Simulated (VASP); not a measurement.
# WS2 in VASP: further runs

Runs on WS2. Level: PBEsol. Tasks: single point.

Program: VASP 6.6.1. These are calculated values, not measurements. Logs are shortened: lines on timing, memory, paths and dates and some standing lists are left out, and cuts for length are marked.

### Step 1. The cell of the first run

The cell holds a slab with vacuum, 6 atoms: a = 2.981 Å, b = 2.981 Å, c = 25.199 Å, α = 90.00°, β = 90.00°, γ = 120.00°.

### Step 2. Single point, PBEsol (32.33 Å³/atom)

INCAR reads:

```
SYSTEM = WS2
PREC = Accurate ; ENCUT = 520
EDIFF = 1E-6 ; ISMEAR = 0
SIGMA = 0.05 ; LREAL = .FALSE.
LASPH = .TRUE. ; NELM = 80
ALGO = Normal ; ISIF = 2
LWAVE = .FALSE. ; LCHARG = .FALSE.
GGA = PS ; NBANDS = 35
```

KPOINTS reads:

```
regular mesh
0
G
  12 12 2
  0 0 0
```

POSCAR reads:

```
WS2
1.0
    2.9812864501      0.0000000000      0.0000000000
   -1.4906432250      2.5818698018      0.0000000000
    0.0000000000      0.0000000000     25.1987274626
W S
2 4
Direct
    0.3333333333      0.6666666667      0.6345659624
    0.6666666667      0.3333333333      0.3654340376
    0.3333333333      0.6666666667      0.2989660749
    0.6666666667      0.3333333333      0.5680485953
    0.3333333333      0.6666666667      0.4319514047
    0.6666666667      0.3333333333      0.7010339251
```

Potentials or basis: VASP PAW PBE potentials, release 64 (W_sv, S).

The run is started by

```sh
$ cat potpaw_PBE.64/W_sv/POTCAR potpaw_PBE.64/S/POTCAR > POTCAR
$ mpirun -np 1 vasp_std > vasp.out
```

OUTCAR:

```text
SYSTEM = WS2
   PREC = Accurate
   ENCUT = 520
   EDIFF = 1E-6
   ISMEAR = 0
   LREAL = .FALSE.
   LASPH = .TRUE.
   NELM = 80
   ISIF = 2
   GGA = PS

 ion  position               nearest neighbor table
   1  0.333  0.667  0.635-   6 2.40   6 2.40   6 2.40   4 2.40   4 2.40   4 2.40
   2  0.667  0.333  0.365-   3 2.40   3 2.40   3 2.40   5 2.40   5 2.40   5 2.40
   3  0.333  0.667  0.299-   2 2.40   2 2.40   2 2.40
   4  0.667  0.333  0.568-   1 2.40   1 2.40   1 2.40
   5  0.333  0.667  0.432-   2 2.40   2 2.40   2 2.40
   6  0.667  0.333  0.701-   1 2.40   1 2.40   1 2.40

  LATTYP: Found a hexagonal cell.
 ALAT       =     2.9812864501
 C/A-ratio  =     8.4523000001

  Lattice vectors:

 A1 = (   2.9812864501,   0.0000000000,   0.0000000000)
 A2 = (  -1.4906432250,   2.5818698018,   0.0000000000)
 A3 = (   0.0000000000,   0.0000000000,  25.1987274626)

Analysis of symmetry for initial positions (statically):
=====================================================================
 Subroutine PRICEL returns:
 Original cell was already a primitive cell.

 Routine SETGRP: Setting up the symmetry group for a
 hexagonal supercell.

 Subroutine GETGRP returns: Found 12 space group operations
 (whereof 12 operations were pure point group operations)
 out of a pool of 24 trial point group operations.

The static configuration has the point symmetry D_3d.

Analysis of symmetry for dynamics (positions and initial velocities):
=====================================================================
 Subroutine PRICEL returns:
 Original cell was already a primitive cell.

 Routine SETGRP: Setting up the symmetry group for a
 hexagonal supercell.

 Subroutine GETGRP returns: Found 12 space group operations
 (whereof 12 operations were pure point group operations)
 out of a pool of 24 trial point group operations.

The dynamic configuration has the point symmetry D_3d.

 Subroutine INISYM returns: Found 12 space group operations
 (whereof 12 operations are pure point group operations),
 and found     1 'primitive' translations

----------------------------------------------------------------------------------------

                                     Primitive cell

  volume of cell :     193.9620

  direct lattice vectors                    reciprocal lattice vectors
     2.981286450  0.000000000  0.000000000     0.335425668  0.193658100  0.000000000
    -1.490643225  2.581869802  0.000000000     0.000000000  0.387316200  0.000000000
     0.000000000  0.000000000 25.198727463     0.000000000  0.000000000  0.039684544

  length of vectors
     2.981286450  2.981286450 25.198727463     0.387316200  0.387316200  0.039684544

  position of ions in fractional coordinates (direct lattice)
     0.333333333  0.666666667  0.634565962
     0.666666667  0.333333333  0.365434038
     0.333333333  0.666666667  0.298966075
     0.666666667  0.333333333  0.568048595
     0.333333333  0.666666667  0.431951405
     0.666666667  0.333333333  0.701033925

  ion indices of the primitive-cell ions
   primitive index   ion index
                 1           1
                 2           2
                 3           3
                 4           4
                 5           5
                 6           6

----------------------------------------------------------------------------------------

 KPOINTS: regular mesh

Automatic generation of k-mesh.
 Grid dimensions read from file:
 generate k-points for:   12   12    2

 Generating k-lattice:

  Cartesian coordinates                     Fractional coordinates (reciprocal lattice)
     0.027952139  0.016138175  0.000000000     0.083333333  0.000000000  0.000000000
     0.000000000  0.032276350  0.000000000     0.000000000  0.083333333  0.000000000
     0.000000000  0.000000000  0.019842272     0.000000000  0.000000000  0.500000000

  Length of vectors
     0.032276350  0.032276350  0.019842272

  Shift w.r.t. Gamma in fractional coordinates (k-lattice)
     0.000000000  0.000000000  0.000000000

 Subroutine IBZKPT returns following result:
 ===========================================

 Found     38 irreducible k-points:

 Following reciprocal coordinates:
            Coordinates               Weight
  0.000000  0.000000  0.000000      1.000000
  0.083333  0.000000  0.000000      6.000000
  0.166667 -0.000000  0.000000      6.000000
  0.250000 -0.000000  0.000000      6.000000
  0.333333 -0.000000  0.000000      6.000000
  0.416667  0.000000  0.000000      6.000000
[... 16 lines left out ...]
  0.250000 -0.000000  0.500000      6.000000
  0.333333 -0.000000  0.500000      6.000000
 [... further k-points ...]
   k-points           NKPTS =     38   k-points in BZ     NKDIM =     38   number of bands    NBANDS=     35
   number of dos      NEDOS =    301   number of ions     NIONS =      6
   total plane-waves  NPLWV = 110592
   dimension x,y,z NGX =    24 NGY =   24 NGZ =  192
   dimension x,y,z NGXF=    48 NGYF=   48 NGZF=  384
   ions per type =               2   4
   NGX,Y,Z   is equivalent  to a cutoff of  13.38, 13.38, 12.67 a.u.
   NGXF,Y,Z  is equivalent  to a cutoff of  26.77, 26.77, 25.33 a.u.
 SYSTEM =  WS2
   PREC   = accura    normal or accurate (medium, high low for compatibility)
   ISTART =      0    job   : 0-new  1-cont  2-samecut
   ICHARG =      2    charge: 1-file 2-atom 10-const
   ISPIN  =      1    spin polarized calculation?
   LNONCOLLINEAR =      F non collinear calculations
   LSORBIT =      F    spin-orbit coupling
   LASPH  =      T    aspherical Exc in radial PAW
   ENCUT  =  520.0 eV  38.22 Ry    6.18 a.u.   5.54  5.54 46.85*2*pi/ulx,y,z
   NELM   =     80;   NELMIN=  2; NELMDL= -5     # of ELM steps
   EDIFF  = 0.1E-05   stopping-criterion for ELM
   LREAL  =      F    real-space projection
   EDIFFG = 0.1E-04   stopping-criterion for IOM
   NSW    =      0    number of steps for IOM
   IBRION =     -1    ionic relax: 0-MD 1-quasi-New 2-CG
   NFREE  =      0    steps in history (QN), initial steepest desc. (CG)
   ISIF   =      2    stress and relaxation
   ISYM   =      2    0-nonsym 1-usesym 2-fastsym
   POTIM  = 0.5000    time-step for ionic-motion
   TEBEG  =    0.0;   TEEND  =   0.0 temperature during run
   PSTRESS=    0.0 pullay stress
   NELECT =      52.0000    total number of electrons
   NUPDOWN=      -1.0000    fix difference up-down
   EMIN   =  10.00;   EMAX   =-10.00  energy-range for DOS
   EFERMI =   0.00;   METHOD = LEGACY
   ISMEAR =     0;   SIGMA  =   0.05  broadening in eV -4-tet -1-fermi 0-gaus
   EFERMI_NEDOS =   21; number of points for ismear=-14 and -15
   IALGO  =     38    algorithm
   IMIX   =      4    mixing-type and parameters
     AMIX     =   0.40;   BMIX     =  1.00
     AMIX_MAG =   1.60;   BMIX_MAG =  1.00
  volume/ion in A,a.u.               =      32.33       218.15
  Fermi-wavevector in a.u.,A,eV,Ry     =   1.055611  1.994815 15.161158  1.114314
  Thomas-Fermi vector in A             =   2.190815
   LORBIT       =      0    0 simple, 1 ext, 2 COOP (PROOUT), +10 PAW based schemes
   GGA     = PS    functional components
   LHFCALC =     F    Hartree Fock is set to
   AEXX    =    0.0000 exact exchange contribution
   IVDW    =     0    specifies the selected vdW correction
   LEPSILON=     F    determine dielectric tensor
   LRPA    =     F    only Hartree local field effects (RPA)
 non-spin polarized calculation
 Gauss-broadening in eV      SIGMA  =   0.05
  energy-cutoff  :      520.00
  volume of cell :      193.96
 maximum number of plane-waves:      5326
 NGX is ok and might be reduce to    24
   NGX = 11   NGY = 11   NGZ = 93

 number of electron      51.9999999 magnetization

 Free energy of the ion-electron system (eV)
  ---------------------------------------------------
  ext. energy  EPLUGINS =         0.00000000
  ---------------------------------------------------
  free energy    TOTEN  =       -49.82581003 eV

  energy without entropy =      -49.82581003  energy(sigma->0) =      -49.82581003

 E-fermi :   1.5483     XC(G=0):  -6.2931

 val. band max:        1.2390744344   @ k =   0.3333   0.3333   0.5000
 cond. band min:       2.5213098264   @ k =   0.1667   0.1667   0.0000
 fundamental gap:      1.2822353920
 Fermi energy:         1.5483493882

 k-point     1 :       0.0000    0.0000    0.0000
  band No.  band energies     occupation
      1     -72.5243      2.00000
      2     -72.5243      2.00000
      3     -36.9192      2.00000
      4     -36.9192      2.00000
      5     -36.4820      2.00000
      6     -36.4820      2.00000
[... 27 lines left out ...]
     34       4.7043      0.00000
     35       6.2615      0.00000

 k-point     2 :       0.0833    0.0000    0.0000
  band No.  band energies     occupation
      1     -72.5215      2.00000
      2     -72.5215      2.00000
      3     -36.9113      2.00000
      4     -36.9113      2.00000
      5     -36.5260      2.00000
      6     -36.5260      2.00000
[... 27 lines left out ...]
     34       4.9312      0.00000
     35       6.4398      0.00000

 k-point     3 :       0.1667   -0.0000    0.0000
  band No.  band energies     occupation
      1     -72.5139      2.00000
      2     -72.5139      2.00000
      3     -36.8896      2.00000
      4     -36.8896      2.00000
      5     -36.6450      2.00000
      6     -36.6450      2.00000
[... 27 lines left out ...]
     34       5.3967      0.00000
     35       6.9103      0.00000
[... 723 lines left out ...]
 k-point    23 :       0.2500   -0.0000    0.5000
  band No.  band energies     occupation
      1     -72.5035      2.00000
      2     -72.5035      2.00000
      3     -36.8598      2.00000
      4     -36.8598      2.00000
      5     -36.8041      2.00000
      6     -36.8041      2.00000
[... 27 lines left out ...]
     34       5.7934      0.00000
     35       7.5982      0.00000

 k-point    24 :       0.3333   -0.0000    0.5000
  band No.  band energies     occupation
      1     -72.4931      2.00000
      2     -72.4931      2.00000
      3     -36.9595      2.00000
      4     -36.9595      2.00000
      5     -36.8299      2.00000
      6     -36.8299      2.00000
[... 27 lines left out ...]
     34       6.0103      0.00000
     35       7.8227      0.00000

 [... further k-points ...]

------------------------ aborting loop because EDIFF is reached ----------------------------------------

  FORCE on cell =-STRESS in cart. coord.  units (eV):
  Direction    XX          YY          ZZ          XY          YZ          ZX
  --------------------------------------------------------------------------------------
  -------------------------------------------------------------------------------------
  Total        9.6527447      9.6527447     -5.9653840      0.0000000      0.0000000     -0.0000000
  in kB       79.7342201     79.7342201    -49.2756470      0.0000000      0.0000000     -0.0000000
  external PRESSURE =      36.7309311 kB  Pullay stress =       0.0000000 kB

 VOLUME and BASIS-vectors are now :
 -----------------------------------------------------------------------------
  energy-cutoff  :      520.00
  volume of cell :      193.96
      direct lattice vectors                 reciprocal lattice vectors
     2.981286450  0.000000000  0.000000000     0.335425668  0.193658100  0.000000000
    -1.490643225  2.581869802  0.000000000     0.000000000  0.387316200  0.000000000
     0.000000000  0.000000000 25.198727463     0.000000000  0.000000000  0.039684544

 POSITION                                       TOTAL-FORCE (eV/Angst)
 -----------------------------------------------------------------------------------
     -0.00000      1.72125     15.99025         0.000000     -0.000000     -0.005685
      1.49064      0.86062      9.20847        -0.000000      0.000000      0.005685
     -0.00000      1.72125      7.53356        -0.000000      0.000000      0.867653
      1.49064      0.86062     14.31410        -0.000000      0.000000      0.852219
     -0.00000      1.72125     10.88463         0.000000     -0.000000     -0.852219
      1.49064      0.86062     17.66516         0.000000     -0.000000     -0.867653
 -----------------------------------------------------------------------------------
    total drift:                               -0.000000     -0.000000      0.000000

  FREE ENERGIE OF THE ION-ELECTRON SYSTEM (eV)
  ---------------------------------------------------
  free  energy   TOTEN  =       -49.8258100275 eV

  energy  without entropy=      -49.8258100275  energy(sigma->0) =      -49.82581003
```

It took 5.3 min on 1 thread of Intel Xeon Platinum 8488C (Sapphire Rapids), shared host; peak memory 0.42 GiB.

Results:

* Free energy: -49.8258 eV
* Largest force: 0.868 eV/Å
* Band gap on the k mesh: 1.28 eV (least direct gap 2.07 eV)

Forces in eV/Å, atoms in the order of the input:
```
W    0.000  0.000 -0.006
W    0.000  0.000  0.006
S    0.000  0.000  0.868
S    0.000  0.000  0.852
S    0.000  0.000 -0.852
S    0.000  0.000 -0.868
```

Caveat: there is no dipole correction, which matters where the two faces differ; the PAW data sets were made with another functional, which shifts forces and pressure a little; spin-orbit coupling is left out, which moves the levels of the heavy elements.

(Part 1 of 2 ends here.)
